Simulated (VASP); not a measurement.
Wanted: the native input for a VASP 6.6.1 run.

```yaml
Task: single point
Functional: PBE
Dispersion: D3(BJ)
Potentials_or_basis: VASP PAW PBE potentials, release 64 (W_sv, Se)
Cutoff: 520 eV
k_mesh: 9 × 9 × 4
Occupations: gaussian, width 0.05 eV
Spin: no spin polarisation
Dipole_correction: no
Further_INCAR_settings: ALGO = Normal; EDIFF = 1e-06; NBANDS = 20
```

The structure of WSe2 lies in POSCAR:

```
WSe2
1.0
    3.1150362189      0.0000000000      0.0000000000
   -1.5575181095      2.9816689729      0.0000000000
    0.0000000000      0.0000000000      7.0056191088
W Se
1 2
Direct
    0.0000000000      0.0000000000      0.0000000000
    0.3333333333      0.6666666667      0.2405528385
    0.3333333333      0.6666666667      0.7594471615
```

This cell differs from its parent crystal: strain +e along x and -e along y -0.0500, strain +e along z and -e/2 along x and y +0.0000.

These files were run (other wordings do the same):

INCAR

```
PREC = Accurate
ENCUT = 520
EDIFF = 1E-6
ISMEAR = 0
SIGMA = 0.05
LREAL = False
LASPH = True
NELM = 60
ALGO = Normal
ISIF = 2
LWAVE = False
LCHARG = True
GGA = PE
IVDW = 12
LELF = True
LVHAR = True
NBANDS = 20
```

KPOINTS

```
Automatic mesh
0
Gamma
  9 9 4
```

Potentials or basis: VASP PAW PBE potentials, release 64 (W_sv, Se).

The run is started by

```sh
$ cat potpaw_PBE.64/W_sv/POTCAR potpaw_PBE.64/Se/POTCAR > POTCAR
$ mpirun -np 1 vasp_std > vasp.out
```

Results of the run:

```
Pressure                   : 1.5 GPa
Largest force              : 0.626 eV/Å
Band gap on the k mesh     : 1.27 eV (least direct gap 1.59 eV)
Dispersion energy per atom : -0.433 eV
```

Caveat: the cell differs from its parent crystal (strain +e along x and -e along y -0.0500, strain +e along z and -e/2 along x and y +0.0000); the stress differs along the axes, from -7 to 11 GPa; spin-orbit coupling is left out, which moves the levels of the heavy elements.

It took 2.3 min on 1 thread of Intel Xeon 8259CL, with other jobs on the host, peak memory 0.26 GiB.
